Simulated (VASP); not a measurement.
# TiO2 (Anatase) (I4_1/amd) in VASP: a series of runs

Runs on TiO2 (Anatase). Level: PBEsol. Tasks: single point, relaxation of cell and atoms.

All numbers are computed with VASP 6.6.1; they aren't measurements. Logs are shortened: lines on timing, memory, paths and dates and some standing lists are left out, and cuts for length are marked.

## (1) The cell of the first run

Symmetry: I4_1/amd, No. 141, tetragonal system. The conventional cell has a = 3.784 Å, b = 3.784 Å, c = 9.515 Å, α = 90.00°, β = 90.00°, γ = 90.00°. Within 2.6 Å of Ti (site symmetry -4m2) lie 6 O at 1.93 to 1.98 Å. Within 2.6 Å of O (site symmetry 2mm) lie 3 Ti at 1.93 to 1.98 Å and 2 O at 2.47 Å.

## (2) Single point, PBEsol

Contents of INCAR:

```
SYSTEM = TiO2
PREC = Accurate ; ENCUT = 520
EDIFF = 1E-6 ; ISMEAR = 0
SIGMA = 0.1 ; LREAL = .False.
LASPH = .True. ; NELM = 100
ALGO = Normal ; ISIF = 2
LWAVE = .False. ; LCHARG = .False.
GGA = PS ; NBANDS = 33
```

Contents of KPOINTS:

```
regular mesh
0
Gamma
  6 6 6
  0 0 0
```

Contents of POSCAR:

```
TiO2
1.0
   -1.8921000000      1.8921000000      4.7573000000
    1.8921000000     -1.8921000000      4.7573000000
    1.8921000000      1.8921000000     -4.7573000000
Ti O
2 4
Direct
    0.0000000000      0.0000000000      0.0000000000
    0.7500000000      0.2500000000      0.5000000000
    0.2081000000      0.2081000000      0.0000000000
    0.9581000000      0.4581000000      0.5000000000
    0.5419000000      0.0419000000      0.5000000000
    0.7919000000      0.7919000000      0.0000000000
```

Potentials or basis: VASP PAW PBE potentials, release 64 (Ti_sv, O).

Command:

```
$ cat potpaw_PBE.64/Ti_sv/POTCAR potpaw_PBE.64/O/POTCAR > POTCAR
$ mpirun -np 1 vasp_std > vasp.out
```

OUTCAR:

```text
SYSTEM = TiO2
   PREC = Accurate
   ENCUT = 520
   EDIFF = 1E-6
   ISMEAR = 0
   LREAL = .False.
   LASPH = .True.
   NELM = 100
   ISIF = 2
   GGA = PS

 ion  position               nearest neighbor table
   1  0.000  0.000  0.000-   5 1.93   4 1.93   5 1.93   4 1.93   3 1.98   6 1.98
   2  0.750  0.250  0.500-   6 1.93   3 1.93   6 1.93   3 1.93   4 1.98   5 1.98
   3  0.208  0.208  0.000-   2 1.93   2 1.93   1 1.98
   4  0.958  0.458  0.500-   1 1.93   1 1.93   2 1.98
   5  0.542  0.042  0.500-   1 1.93   1 1.93   2 1.98
   6  0.792  0.792  0.000-   2 1.93   2 1.93   1 1.98

  LATTYP: Found a body centered tetragonal cell.
 ALAT       =     3.7842000000
 C/A-ratio  =     2.5142962846

  Lattice vectors:

 A1 = (  -1.8921000000,   1.8921000000,   4.7573000000)
 A2 = (   1.8921000000,  -1.8921000000,   4.7573000000)
 A3 = (   1.8921000000,   1.8921000000,  -4.7573000000)

Analysis of symmetry for initial positions (statically):
=====================================================================
 Subroutine PRICEL returns:
 Original cell was already a primitive cell.

 Routine SETGRP: Setting up the symmetry group for a
 body centered tetragonal supercell.

 Subroutine GETGRP returns: Found 16 space group operations
 (whereof  8 operations were pure point group operations)
 out of a pool of 16 trial point group operations.

The static configuration has the point symmetry D_2d.
 The point group associated with its full space group is D_4h.

Analysis of symmetry for dynamics (positions and initial velocities):
=====================================================================
 Subroutine PRICEL returns:
 Original cell was already a primitive cell.

 Routine SETGRP: Setting up the symmetry group for a
 body centered tetragonal supercell.

 Subroutine GETGRP returns: Found 16 space group operations
 (whereof  8 operations were pure point group operations)
 out of a pool of 16 trial point group operations.

The dynamic configuration has the point symmetry D_2d.
 The point group associated with its full space group is D_4h.

 Subroutine INISYM returns: Found 16 space group operations
 (whereof  8 operations are pure point group operations),
 and found     1 'primitive' translations

----------------------------------------------------------------------------------------

                                     Primitive cell

  volume of cell :      68.1253

  direct lattice vectors                    reciprocal lattice vectors
[... 95 lines left out ...]
   EDIFF  = 0.1E-05   stopping-criterion for ELM
   LREAL  =      F    real-space projection
   EDIFFG = 0.1E-04   stopping-criterion for IOM
   NSW    =      0    number of steps for IOM
   IBRION =     -1    ionic relax: 0-MD 1-quasi-New 2-CG
   NFREE  =      0    steps in history (QN), initial steepest desc. (CG)
   ISIF   =      2    stress and relaxation
   ISYM   =      2    0-nonsym 1-usesym 2-fastsym
   POTIM  = 0.5000    time-step for ionic-motion
   TEBEG  =    0.0;   TEEND  =   0.0 temperature during run
   PSTRESS=    0.0 pullay stress
   NELECT =      48.0000    total number of electrons
   NUPDOWN=      -1.0000    fix difference up-down
   EMIN   =  10.00;   EMAX   =-10.00  energy-range for DOS
   EFERMI =   0.00;   METHOD = LEGACY
   ISMEAR =     0;   SIGMA  =   0.10  broadening in eV -4-tet -1-fermi 0-gaus
   EFERMI_NEDOS =   21; number of points for ismear=-14 and -15
   IALGO  =     38    algorithm
   IMIX   =      4    mixing-type and parameters
     AMIX     =   0.40;   BMIX     =  1.00
     AMIX_MAG =   1.60;   BMIX_MAG =  1.00
  volume/ion in A,a.u.               =      11.35        76.62
  Fermi-wavevector in a.u.,A,eV,Ry     =   1.456752  2.752862 28.873289  2.122127
  Thomas-Fermi vector in A             =   2.573634
   LORBIT       =      0    0 simple, 1 ext, 2 COOP (PROOUT), +10 PAW based schemes
   GGA     = PS    functional components
   LHFCALC =     F    Hartree Fock is set to
   AEXX    =    0.0000 exact exchange contribution
   IVDW    =     0    specifies the selected vdW correction
   LEPSILON=     F    determine dielectric tensor
   LRPA    =     F    only Hartree local field effects (RPA)
 non-spin polarized calculation
 Gauss-broadening in eV      SIGMA  =   0.10
  energy-cutoff  :      520.00
  volume of cell :       68.13
 maximum number of plane-waves:      1850
 NGX is ok and might be reduce to    42
   NGX = 21   NGY = 21   NGZ = 21

 number of electron      47.9999989 magnetization

 Free energy of the ion-electron system (eV)
  ---------------------------------------------------
  ext. energy  EPLUGINS =         0.00000000
  ---------------------------------------------------
  free energy    TOTEN  =       -56.21736011 eV

  energy without entropy =      -56.21736011  energy(sigma->0) =      -56.21736011

 E-fermi :   3.7145     XC(G=0): -11.0184

 val. band max:        3.2406060273   @ k =   0.5000   0.5000   0.0000
 cond. band min:       5.3369188310   @ k =   0.0000   0.0000   0.0000
 fundamental gap:      2.0963128037
 Fermi energy:         3.7144832697

 k-point     1 :       0.0000    0.0000    0.0000
  band No.  band energies     occupation
      1     -52.8518      2.00000
      2     -52.7891      2.00000
      3     -29.4398      2.00000
      4     -29.1925      2.00000
      5     -29.1925      2.00000
      6     -29.1184      2.00000
[... 853 lines left out ...]
     32       9.0265      0.00000
     33       9.1368      0.00000

 [... further k-points ...]
[... 5 lines left out ...]
  --------------------------------------------------------------------------------------
  -------------------------------------------------------------------------------------
  Total       -0.2912621     -0.2912621      0.1323957      0.0000000      0.0000000      0.0000000
  in kB       -6.8499255     -6.8499255      3.1136925      0.0000000      0.0000000      0.0000000
  external PRESSURE =      -3.5287195 kB  Pullay stress =       0.0000000 kB

 VOLUME and BASIS-vectors are now :
 -----------------------------------------------------------------------------
  energy-cutoff  :      520.00
  volume of cell :       68.13
      direct lattice vectors                 reciprocal lattice vectors
    -1.892100000  1.892100000  4.757300000     0.000000000  0.264256646  0.105101633
     1.892100000 -1.892100000  4.757300000     0.264256646  0.000000000  0.105101633
     1.892100000  1.892100000 -4.757300000     0.264256646  0.264256646  0.000000000

 POSITION                                       TOTAL-FORCE (eV/Angst)
 -----------------------------------------------------------------------------------
      0.00000      0.00000      0.00000        -0.000000     -0.000000     -0.000000
      0.00000      1.89210      2.37865        -0.000000     -0.000000      0.000000
      0.00000      0.00000      1.97999        -0.000000      0.000000      0.011297
      0.00000      1.89210      4.35864         0.000000     -0.000000      0.011297
      0.00000      1.89210      0.39866         0.000000     -0.000000     -0.011297
      0.00000      0.00000      7.53461        -0.000000      0.000000     -0.011297
 -----------------------------------------------------------------------------------
    total drift:                                0.000000      0.000000      0.000000

  FREE ENERGIE OF THE ION-ELECTRON SYSTEM (eV)
  ---------------------------------------------------
  free  energy   TOTEN  =       -56.2173601068 eV

  energy  without entropy=      -56.2173601068  energy(sigma->0) =      -56.21736011
```

stdout:

```text
POSCAR found type information on POSCAR TiO
 POSCAR found :  2 types and       6 ions
 scaLAPACK will be used
 -----------------------------------------------------------------------------
|                                                                             |
|                                                                             |
|     You enforced a specific xc type in the INCAR file but a different       |
|     I HOPE YOU KNOW WHAT YOU ARE DOING!                                     |
|                                                                             |
 -----------------------------------------------------------------------------

 LDA part: xc-table for (Slater+PW92), standard interpolation
 POSCAR, INCAR and KPOINTS ok, starting setup
 FFT: planning ... GRIDC
 FFT: planning ... GRID_SOFT
 FFT: planning ... GRID
 WAVECAR not read
 entering main loop
```

Wall time 94 s (1 thread of Intel Xeon 6975P-C (Granite Rapids), shared host); peak memory 0.27 GiB.

Results:

```yaml
Free_energy: -56.2174 eV
Pressure: -0.4 GPa
Largest_force: 0.011 eV/Å
Band_gap_on_the_k_mesh: 2.10 eV, indirect (least direct gap 2.41 eV)
```

Forces on the atoms (eV/Å):
```
Ti   0.000  0.000  0.000
Ti   0.000  0.000  0.000
O    0.000  0.000  0.011
O    0.000  0.000  0.011
O    0.000  0.000 -0.011
O    0.000  0.000 -0.011
```

Caveat: the PAW data sets were made with another functional, which shifts forces and pressure a little. As with any semilocal functional, this PBEsol gap is likely too small.

## (3) Relaxation of cell and atoms, PBEsol

This run uses another cell than the first one, of 11.31 Å³/atom, 0.996 times its volume.

Contents of INCAR:

```
SYSTEM = TiO2
  ALGO = Normal
  EDIFF = 1E-6
  EDIFFG = -0.001
  ENCUT = 600
  GGA = PS
  IBRION = 2
  ISIF = 3
  ISMEAR = 0
  LASPH = .TRUE.
  LCHARG = .FALSE.
  LREAL = .FALSE.
  LWAVE = .FALSE.
  NELM = 100
  NSW = 80
  PREC = Accurate
  SIGMA = 0.01
```

Contents of KPOINTS:

```
k-points
0
G
  12 12 12
  0 0 0
```

Contents of POSCAR:

```
TiO2
1.0
   -1.8848916288      1.8848916288      4.7758664511
    1.8848916288     -1.8848916288      4.7758664511
    1.8848916288      1.8848916288     -4.7758664511
Ti O
2 4
Direct
    0.0000000000      0.0000000000      0.0000000000
    0.7500000000      0.2500000000      0.5000000000
    0.2075275980      0.2075275980      0.0000000000
    0.9575275980      0.4575275980      0.5000000000
    0.5424724020      0.0424724020      0.5000000000
    0.7924724020      0.7924724020      0.0000000000
```

Potentials or basis: VASP PAW PBE potentials, release 64 (Ti_sv, O).

Command:

```
$ cat potpaw_PBE.64/Ti_sv/POTCAR potpaw_PBE.64/O/POTCAR > POTCAR
$ mpirun -np 1 vasp_std > vasp.out
```

Run time: 24 min. Hardware: 1 thread of Intel Xeon Platinum 8259CL at 2.50GHz (Skylake/Cascade Lake), shared host; peak memory 0.56 GiB.

The run converged. Its results:

* Free energy: -56.2260 eV
* Relaxed volume: 11.34 Å³/atom
* Relaxed cell: a = 5.474 Å, b = 5.474 Å, c = 5.474 Å, α = 139.69°, β = 139.69°, γ = 58.33°
* Space group after relaxing (to 0.05 Å): I4_1/amd (No. 141)
* Energy gained by relaxing: 0.0 meV/atom
* Ionic steps: 3
* Pressure after relaxing: 0.0 GPa
* Band gap on the k mesh: 2.08 eV, indirect (least direct gap 2.42 eV)

The path:
```tsv
step	energy change (eV)	largest force (eV/Å)	pressure (GPa)	volume (Å³)
1	0.0000	0.0185	0.52	67.87
2	0.0003	0.0292	-0.73	68.23
3	-0.0002	0.0003	0.00	68.01
```

Final structure:
```xyz
6
Lattice="-1.8861 1.8861 4.7796 1.8861 -1.8861 4.7796 1.8861 1.8861 -4.7796" Properties=species:S:1:pos:R:3 pbc="T T T"
Ti    0.0000    0.0000    0.0000
Ti    0.0000    1.8861    2.3898
O     0.0000    0.0000    1.9841
O     0.0000    1.8861    4.3739
O     0.0000    1.8861    0.4057
O     0.0000    0.0000    7.5750
```

Levels at points of the mesh, in eV from the valence-band top:
```tsv
k point	band 20	band 21	band 22	band 23	band 24	band 25	band 26	band 27	band 28
(0.00, 0.00, 0.00)	-0.79	-0.78	-0.78	-0.47	-0.47	2.08	2.83	4.02	4.02
(0.50, 0.00, 0.00)	-2.00	-1.99	-0.97	-0.84	-0.65	3.24	3.56	3.57	3.65
(0.50, 0.50, 0.00)	-2.68	-2.10	-2.10	-0.05	-0.05	3.32	3.32	3.81	3.81
(0.50, 0.50, 0.50)	-1.37	-1.27	-1.27	-0.11	-0.11	2.44	2.44	3.78	3.78
```

Caveat: the PAW data sets were made with another functional, which shifts forces and pressure a little. As with any semilocal functional, this PBEsol gap is likely too small.

(Part 1 of 2 ends here.)
